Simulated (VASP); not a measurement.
A run of VASP 6.6.1 is set up as follows.

The input INCAR:

```
  PREC = Accurate
  ENCUT = 520
  EDIFF = 1E-6
  ISMEAR = -1
  SIGMA = 0.08
  LREAL = False
  LASPH = True
  NELM = 80
  ALGO = Normal
  ISIF = 2
  LWAVE = False
  LCHARG = False
  GGA = PE
  NBANDS = 28
```

File KPOINTS:

```
Automatic mesh
0
Gamma
  9 9 3
```

Contents of POSCAR:

```
Sr
1.0
    3.4321882608      0.0000000000      0.0000000000
   -1.7160941304      2.9723622244      0.0000000000
    0.0000000000      0.0000000000     11.2388603119
Sr
4
Direct
    0.0000000000      0.0000000000      0.0000000000
    0.0000000000      0.0000000000      0.5000000000
    0.3333333333      0.6666666667      0.2500000000
    0.6666666667      0.3333333333      0.7500000000
```

Potentials or basis: VASP PAW PBE potentials, release 64 (Sr_sv).

Run with:

```console
$ cat potpaw_PBE.64/Sr_sv/POTCAR > POTCAR
$ mpirun -np 1 vasp_std > vasp.out
```

(1) Estimate the pressure.

(2) What does it give for the band gap on the k mesh?

## Answers

(1) 19.8 GPa.

(2) zero (bands 20 and 21 overlap by 0.57 eV).

Caveat: the cell stands under pressure.
